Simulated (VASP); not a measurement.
Here is a VASP 6.6.1 calculation.

The input INCAR:

```
SYSTEM = PtSe2
  ALGO = Normal
  EDIFF = 1E-7
  ENCUT = 520
  ISIF = 2
  ISMEAR = 0
  LASPH = .True.
  LCHARG = .True.
  LELF = .True.
  LREAL = .False.
  LVHAR = .True.
  LWAVE = .False.
  NBANDS = 18
  NELM = 100
  PREC = Accurate
  SIGMA = 0.05
```

File KPOINTS:

```
k-points
0
Gamma
  10 10 8
  0 0 0
```

The input POSCAR:

```
PtSe2
1.0
    3.7256520216      0.0000000000      0.0000000000
   -1.8628260108      3.2265092964      0.0000000000
    0.0000000000      0.0000000000      4.6100582758
Pt Se
1 2
Direct
    0.0000000000      0.0000000000      0.0000000000
    0.3333333333      0.6666666667      0.2718572739
    0.6666666667      0.3333333333      0.7281427261
```

Potentials or basis: VASP PAW LDA potentials, release 64 (Pt, Se).

Launch:

```bash
$ cat potpaw_LDA.64/Pt/POTCAR potpaw_LDA.64/Se/POTCAR > POTCAR
$ mpirun -np 1 vasp_std > vasp.out
```

What does it give for the pressure?

3.6 GPa.

Predict the band gap on the k mesh.

zero (bands 11 and 12 overlap by 1.06 eV).

What does it give for the largest force?

0.050 eV/Å.

Forces on the atoms (eV/Å):
```
Pt   0.000  0.000  0.000
Se   0.000  0.000  0.050
Se   0.000  0.000 -0.050
```

Caveat: the cell stands under pressure; spin-orbit coupling is left out, which moves the levels of the heavy elements.
